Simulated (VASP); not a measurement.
# Pt2Br3 (P-3m1) in VASP: notebook

Runs on Pt2Br3. Level: PBE. Tasks: single point.

All numbers are computed with VASP 6.6.1; they aren't measurements. Logs are shortened: lines on timing, memory, paths and dates and some standing lists are left out, and cuts for length are marked.

### Step 1. The cell of the first run

Symmetry: P-3m1, No. 164, trigonal system. Conventional cell: a = 4.425 Å, b = 4.425 Å, c = 6.884 Å, α = 90.00°, β = 90.00°, γ = 120.00°. Within 3.5 Å of Pt (site symmetry 3m) lie 7 Br at 2.66 to 3.06 Å. Br (site symmetry -3m) has 6 Pt at 3.06 Å and 6 Br at 3.54 Å within 4.0 Å. Br (site symmetry 3m) has 4 Pt at 2.66 to 2.75 Å and 6 Br at 3.24 to 3.54 Å within 3.6 Å.

### Step 2. Single point, PBE

Contents of INCAR:

```
SYSTEM = Pt2Br3
  PREC = Accurate
  ENCUT = 500
  EDIFF = 1E-6
  ISMEAR = 0
  SIGMA = 0.1
  LREAL = .FALSE.
  LASPH = .TRUE.
  NELM = 120
  ALGO = Normal
  ISIF = 2
  LWAVE = .FALSE.
  LCHARG = .FALSE.
  GGA = PE
  NBANDS = 28
  GGA_COMPAT = .FALSE.
```

Contents of KPOINTS:

```
regular mesh
0
G
  6 6 4
  0 0 0
```

Contents of POSCAR:

```
Pt2Br3
1.0
    4.4247621300      0.0000000000      0.0000000000
   -2.2123810650      3.8319564103      0.0000000000
    0.0000000000      0.0000000000      6.8842111312
Pt Br
2 3
Direct
    0.3333333333      0.6666666667      0.2450000000
    0.6666666667      0.3333333333      0.7550000000
    0.0000000000      0.0000000000      0.0000000000
    0.3333333333      0.6666666667      0.6450000000
    0.6666666667      0.3333333333      0.3550000000
```

Potentials or basis: VASP PAW PBE potentials, release 64 (Pt, Br).

Run with:

```bash
cat potpaw_PBE.64/Pt/POTCAR potpaw_PBE.64/Br/POTCAR > POTCAR
mpirun -np 1 vasp_std > vasp.out
```

OUTCAR:

```text
SYSTEM = Pt2Br3
   PREC = Accurate
   ENCUT = 500
   EDIFF = 1E-6
   ISMEAR = 0
   LREAL = .FALSE.
   LASPH = .TRUE.
   NELM = 120
   ISIF = 2
   GGA = PE

 ion  position               nearest neighbor table
   1  0.333  0.667  0.245-   5 2.66   5 2.66   5 2.66   4 2.75   3 3.06   3 3.06   3 3.06
   2  0.667  0.333  0.755-   4 2.66   4 2.66   4 2.66   5 2.75   3 3.06   3 3.06   3 3.06
   3  0.000  0.000  0.000-   1 3.06   2 3.06   2 3.06   1 3.06   2 3.06   1 3.06
   4  0.333  0.667  0.645-   2 2.66   2 2.66   2 2.66   1 2.75
   5  0.667  0.333  0.355-   1 2.66   1 2.66   1 2.66   2 2.75

  LATTYP: Found a hexagonal cell.
 ALAT       =     4.4247621300
 C/A-ratio  =     1.5558375635

  Lattice vectors:

 A1 = (   4.4247621300,   0.0000000000,   0.0000000000)
 A2 = (  -2.2123810650,   3.8319564103,   0.0000000000)
 A3 = (   0.0000000000,   0.0000000000,   6.8842111312)

Analysis of symmetry for initial positions (statically):
=====================================================================
 Subroutine PRICEL returns:
 Original cell was already a primitive cell.

 Routine SETGRP: Setting up the symmetry group for a
 hexagonal supercell.

 Subroutine GETGRP returns: Found 12 space group operations
 (whereof 12 operations were pure point group operations)
 out of a pool of 24 trial point group operations.

The static configuration has the point symmetry D_3d.

Analysis of symmetry for dynamics (positions and initial velocities):
=====================================================================
 Subroutine PRICEL returns:
 Original cell was already a primitive cell.

 Routine SETGRP: Setting up the symmetry group for a
 hexagonal supercell.

 Subroutine GETGRP returns: Found 12 space group operations
 (whereof 12 operations were pure point group operations)
 out of a pool of 24 trial point group operations.

The dynamic configuration has the point symmetry D_3d.

 Subroutine INISYM returns: Found 12 space group operations
 (whereof 12 operations are pure point group operations),
 and found     1 'primitive' translations

----------------------------------------------------------------------------------------

                                     Primitive cell

  volume of cell :     116.7252

  direct lattice vectors                    reciprocal lattice vectors
     4.424762130  0.000000000  0.000000000     0.226000849  0.130481651  0.000000000
    -2.212381065  3.831956410  0.000000000     0.000000000  0.260963303  0.000000000
     0.000000000  0.000000000  6.884211131     0.000000000  0.000000000  0.145259926

  length of vectors
     4.424762130  4.424762130  6.884211131     0.260963303  0.260963303  0.145259926

  position of ions in fractional coordinates (direct lattice)
     0.333333333  0.666666667  0.245000000
     0.666666667  0.333333333  0.755000000
     0.000000000  0.000000000  0.000000000
     0.333333333  0.666666667  0.645000000
     0.666666667  0.333333333  0.355000000

  ion indices of the primitive-cell ions
   primitive index   ion index
                 1           1
                 2           2
                 3           3
                 4           4
                 5           5

----------------------------------------------------------------------------------------

 KPOINTS: regular mesh

Automatic generation of k-mesh.
 Grid dimensions read from file:
 generate k-points for:    6    6    4

 Generating k-lattice:

  Cartesian coordinates                     Fractional coordinates (reciprocal lattice)
     0.037666808  0.021746942  0.000000000     0.166666667  0.000000000  0.000000000
     0.000000000  0.043493884  0.000000000     0.000000000  0.166666667  0.000000000
     0.000000000  0.000000000  0.036314982     0.000000000  0.000000000  0.250000000

  Length of vectors
     0.043493884  0.043493884  0.036314982

  Shift w.r.t. Gamma in fractional coordinates (k-lattice)
     0.000000000  0.000000000  0.000000000

 Subroutine IBZKPT returns following result:
 ===========================================

 Found     24 irreducible k-points:

 Following reciprocal coordinates:
            Coordinates               Weight
  0.000000  0.000000  0.000000      1.000000
  0.166667  0.000000  0.000000      6.000000
  0.333333 -0.000000  0.000000      6.000000
  0.500000  0.000000  0.000000      3.000000
  0.166667  0.166667  0.000000      6.000000
  0.333333  0.166667  0.000000     12.000000
[... 16 lines left out ...]
  0.333333  0.166667  0.500000     12.000000
  0.333333  0.333333  0.500000      2.000000
   k-points           NKPTS =     24   k-points in BZ     NKDIM =     24   number of bands    NBANDS=     28
   number of dos      NEDOS =    301   number of ions     NIONS =      5
   total plane-waves  NPLWV =  51200
   dimension x,y,z NGX =    32 NGY =   32 NGZ =   50
   dimension x,y,z NGXF=    64 NGYF=   64 NGZF=  100
   ions per type =               2   3
   NGX,Y,Z   is equivalent  to a cutoff of  12.02, 12.02, 12.07 a.u.
   NGXF,Y,Z  is equivalent  to a cutoff of  24.05, 24.05, 24.15 a.u.
 SYSTEM =  Pt2Br3
   PREC   = accura    normal or accurate (medium, high low for compatibility)
   ISTART =      0    job   : 0-new  1-cont  2-samecut
   ICHARG =      2    charge: 1-file 2-atom 10-const
   ISPIN  =      1    spin polarized calculation?
   LNONCOLLINEAR =      F non collinear calculations
   LSORBIT =      F    spin-orbit coupling
   LASPH  =      T    aspherical Exc in radial PAW
   ENCUT  =  500.0 eV  36.75 Ry    6.06 a.u.   8.07  8.07 12.55*2*pi/ulx,y,z
   NELM   =    120;   NELMIN=  2; NELMDL= -5     # of ELM steps
   EDIFF  = 0.1E-05   stopping-criterion for ELM
   LREAL  =      F    real-space projection
   EDIFFG = 0.1E-04   stopping-criterion for IOM
   NSW    =      0    number of steps for IOM
   IBRION =     -1    ionic relax: 0-MD 1-quasi-New 2-CG
   NFREE  =      0    steps in history (QN), initial steepest desc. (CG)
   ISIF   =      2    stress and relaxation
   ISYM   =      2    0-nonsym 1-usesym 2-fastsym
   POTIM  = 0.5000    time-step for ionic-motion
   TEBEG  =    0.0;   TEEND  =   0.0 temperature during run
   PSTRESS=    0.0 pullay stress
   NELECT =      41.0000    total number of electrons
   NUPDOWN=      -1.0000    fix difference up-down
   EMIN   =  10.00;   EMAX   =-10.00  energy-range for DOS
   EFERMI =   0.00;   METHOD = LEGACY
   ISMEAR =     0;   SIGMA  =   0.10  broadening in eV -4-tet -1-fermi 0-gaus
   EFERMI_NEDOS =   21; number of points for ismear=-14 and -15
   IALGO  =     38    algorithm
   IMIX   =      4    mixing-type and parameters
     AMIX     =   0.40;   BMIX     =  1.00
     AMIX_MAG =   1.60;   BMIX_MAG =  1.00
  volume/ion in A,a.u.               =      23.35       157.54
  Fermi-wavevector in a.u.,A,eV,Ry     =   1.155087  2.182797 18.153235  1.334225
  Thomas-Fermi vector in A             =   2.291718
   LORBIT       =      0    0 simple, 1 ext, 2 COOP (PROOUT), +10 PAW based schemes
   GGA     = PE    functional components
   LHFCALC =     F    Hartree Fock is set to
   AEXX    =    0.0000 exact exchange contribution
   IVDW    =     0    specifies the selected vdW correction
   LEPSILON=     F    determine dielectric tensor
   LRPA    =     F    only Hartree local field effects (RPA)
 non-spin polarized calculation
 Gauss-broadening in eV      SIGMA  =   0.10
  energy-cutoff  :      500.00
  volume of cell :      116.73
 maximum number of plane-waves:      2990
   NGX = 17   NGY = 17   NGZ = 25

 number of electron      40.9999996 magnetization

 Free energy of the ion-electron system (eV)
  ---------------------------------------------------
  ext. energy  EPLUGINS =         0.00000000
  ---------------------------------------------------
  free energy    TOTEN  =       -14.40978153 eV

  energy without entropy =      -14.36979671  energy(sigma->0) =      -14.38978912

 E-fermi :   4.5932     XC(G=0): -10.0721

 val. band max:        4.5732834678   @ k =   0.3333   0.1667   0.5000
 cond. band min:       4.6197424567   @ k =   0.1667   0.1667   0.2500
 fundamental gap:      0.0464589889
 Fermi energy:         4.5932041607

 k-point     1 :       0.0000    0.0000    0.0000
  band No.  band energies     occupation
      1     -12.1458      2.00000
      2     -11.0494      2.00000
      3     -10.5675      2.00000
      4      -0.9248      2.00000
      5      -0.9248      2.00000
      6      -0.8843      2.00000
[... 20 lines left out ...]
     27      10.7509      0.00000
     28      10.9983      0.00000

 k-point     2 :       0.1667    0.0000    0.0000
  band No.  band energies     occupation
      1     -12.0430      2.00000
      2     -11.0713      2.00000
      3     -10.5670      2.00000
      4      -1.5292      2.00000
      5      -1.0465      2.00000
      6      -0.9333      2.00000
[... 20 lines left out ...]
     27      10.8825      0.00000
     28      11.2438      0.00000

 k-point     3 :       0.3333   -0.0000    0.0000
  band No.  band energies     occupation
      1     -11.7905      2.00000
      2     -11.1584      2.00000
      3     -10.5673      2.00000
      4      -1.8492      2.00000
      5      -1.1404      2.00000
      6      -0.9261      2.00000
[... 20 lines left out ...]
     27      11.4734      0.00000
     28      12.6429      0.00000

 k-point     4 :       0.5000    0.0000    0.0000
  band No.  band energies     occupation
      1     -11.5995      2.00000
      2     -11.2645      2.00000
      3     -10.5685      2.00000
      4      -1.8181      2.00000
      5      -1.2953      2.00000
      6      -0.9188      2.00000
[... 578 lines left out ...]
     27      11.1697      0.00000
     28      11.7880      0.00000

 k-point    23 :       0.3333    0.1667    0.5000
  band No.  band energies     occupation
      1     -11.5939      2.00000
      2     -11.2626      2.00000
      3     -10.5695      2.00000
      4      -2.0802      2.00000
      5      -1.4265      2.00000
      6      -1.1412      2.00000
[... 20 lines left out ...]
     27      11.4116      0.00000
     28      11.8684      0.00000

 k-point    24 :       0.3333    0.3333    0.5000
  band No.  band energies     occupation
      1     -11.4065      2.00000
      2     -11.4065      2.00000
      3     -10.5656      2.00000
      4      -1.8316      2.00000
      5      -1.8316      2.00000
      6      -1.3956      2.00000
[... 20 lines left out ...]
     27      11.7884      0.00000
     28      12.0712      0.00000

------------------------ aborting loop because EDIFF is reached ----------------------------------------

  FORCE on cell =-STRESS in cart. coord.  units (eV):
  Direction    XX          YY          ZZ          XY          YZ          ZX
  --------------------------------------------------------------------------------------
  -------------------------------------------------------------------------------------
  Total       -2.3399439     -2.3399439      2.1572194      0.0000000      0.0000000      0.0000000
  in kB      -32.1182117    -32.1182117     29.6101249      0.0000000      0.0000000      0.0000000
  external PRESSURE =     -11.5420995 kB  Pullay stress =       0.0000000 kB

 VOLUME and BASIS-vectors are now :
 -----------------------------------------------------------------------------
  energy-cutoff  :      500.00
  volume of cell :      116.73
      direct lattice vectors                 reciprocal lattice vectors
     4.424762130  0.000000000  0.000000000     0.226000849  0.130481651  0.000000000
    -2.212381065  3.831956410  0.000000000     0.000000000  0.260963303  0.000000000
     0.000000000  0.000000000  6.884211131     0.000000000  0.000000000  0.145259926

 POSITION                                       TOTAL-FORCE (eV/Angst)
 -----------------------------------------------------------------------------------
     -0.00000      2.55464      1.68663         0.000000      0.000000     -0.432786
      2.21238      1.27732      5.19758        -0.000000     -0.000000      0.432786
      0.00000      0.00000      0.00000         0.000000      0.000000      0.000000
     -0.00000      2.55464      4.44032        -0.000000     -0.000000      1.092508
      2.21238      1.27732      2.44389         0.000000      0.000000     -1.092508
 -----------------------------------------------------------------------------------
    total drift:                               -0.000000      0.000000      0.000000

  FREE ENERGIE OF THE ION-ELECTRON SYSTEM (eV)
  ---------------------------------------------------
  free  energy   TOTEN  =       -14.4097815279 eV

  energy  without entropy=      -14.3697967134  energy(sigma->0) =      -14.38978912
```

Wall time 87 s (1 thread of AMD EPYC 9755, shared host); peak memory 0.21 GiB.

Results:

- Free energy: -14.4098 eV
- Pressure: -1.2 GPa
- Largest force: 1.093 eV/Å
- Band gap on the k mesh: zero (an odd number of electrons rules out a gap without spin polarisation)

Forces in eV/Å, atoms in the order of the input:
```
Pt   0.000  0.000 -0.433
Pt   0.000  0.000  0.433
Br   0.000  0.000  0.000
Br   0.000  0.000  1.093
Br   0.000  0.000 -1.093
```

Levels at points of the mesh, in eV from the Fermi level:
```
           k point  band 16  band 17  band 18  band 19  band 20  band 21  band 22  band 23  band 24  band 25
(0.00, 0.00, 0.00)    -1.57    -1.18    -1.13    -0.18    -0.18     0.25     0.60     0.60     2.82     5.56
(0.50, 0.00, 0.00)    -1.73    -1.67    -1.22    -1.02    -0.70     0.19     0.35     1.78     3.77     5.82
(0.00, 0.00, 0.50)    -1.98    -1.61    -0.28     0.21     0.21     0.59     0.59     2.19     2.51     3.38
(0.50, 0.00, 0.50)    -1.71    -1.68    -1.01    -0.98    -0.17    -0.10     0.19     2.15     3.33     4.77
```

Caveat: the stress differs along the axes, from -3 to 3 GPa; spin-orbit coupling is left out, which moves the levels of the heavy elements; an odd number of electrons without spin polarisation forces a metal; a magnetic or distorted state may lie lower.

### Step 3. Single point, PBE

This run uses another cell than the first one, of 24.93 Å³/atom.

Contents of INCAR:

```
SYSTEM = Pt2Br3
PREC = Accurate ; ENCUT = 500
EDIFF = 1E-6 ; ISMEAR = 0
SIGMA = 0.1 ; LREAL = .False.
LASPH = .True. ; NELM = 120
ALGO = Normal ; ISIF = 2
LWAVE = .False. ; LCHARG = .False.
GGA = PE ; NBANDS = 28
GGA_COMPAT = .False.
```

Contents of KPOINTS:

```
Automatic mesh
0
Gamma
  6 6 4
  0 0 0
```

Contents of POSCAR:

```
Pt2Br3
1.0
    3.9918925029      0.0000000000      0.0000000000
   -1.9959462514      3.4570803166      0.0000000000
    0.0000000000      0.0000000000      9.0313691569
Pt Br
2 3
Direct
    0.3333333333      0.6666666667      0.1657006741
    0.6666666667      0.3333333333      0.8342993259
    0.0000000000      0.0000000000      0.0000000000
    0.3333333333      0.6666666667      0.6965645917
    0.6666666667      0.3333333333      0.3034354083
```

Potentials or basis: VASP PAW PBE potentials, release 64 (Pt, Br).

Run with:

```bash
cat potpaw_PBE.64/Pt/POTCAR potpaw_PBE.64/Br/POTCAR > POTCAR
mpirun -np 1 vasp_std > vasp.out
```

Wall time 1.9 min (1 thread of AMD EPYC 9755, shared host); peak memory 0.25 GiB.

It converged, with:

- Free energy: -16.0426 eV
- Pressure: 0.1 GPa
- Largest force: 0.008 eV/Å
- Band gap on the k mesh: zero (an odd number of electrons rules out a gap without spin polarisation)

Forces in eV/Å, atoms in the order of the input:
```
Pt   0.000  0.000 -0.008
Pt   0.000  0.000  0.008
Br   0.000  0.000  0.000
Br   0.000  0.000  0.001
Br   0.000  0.000 -0.001
```

Levels at points of the mesh, in eV from the Fermi level:
```tsv
k point	band 16	band 17	band 18	band 19	band 20	band 21	band 22	band 23	band 24	band 25
(0.00, 0.00, 0.00)	-2.13	-2.06	-1.33	-0.37	-0.37	0.97	0.97	1.04	3.42	3.57
(0.50, 0.00, 0.00)	-1.93	-1.90	-1.85	-0.93	-0.78	0.45	0.82	1.48	4.34	4.59
(0.00, 0.00, 0.50)	-2.13	-2.06	-1.41	-0.32	-0.32	0.94	0.94	1.80	2.96	3.29
(0.50, 0.00, 0.50)	-1.93	-1.90	-1.90	-0.96	-0.84	0.57	0.89	1.76	3.87	4.07
```

Caveat: spin-orbit coupling is left out, which moves the levels of the heavy elements; this functional lacks dispersion, which binds layers or chains, so the pressure and a relaxed spacing across them are unreliable; an odd number of electrons without spin polarisation forces a metal; a magnetic or distorted state may lie lower.

The gap in the log of VASP goes by the Fermi energy; the results here count the filled bands.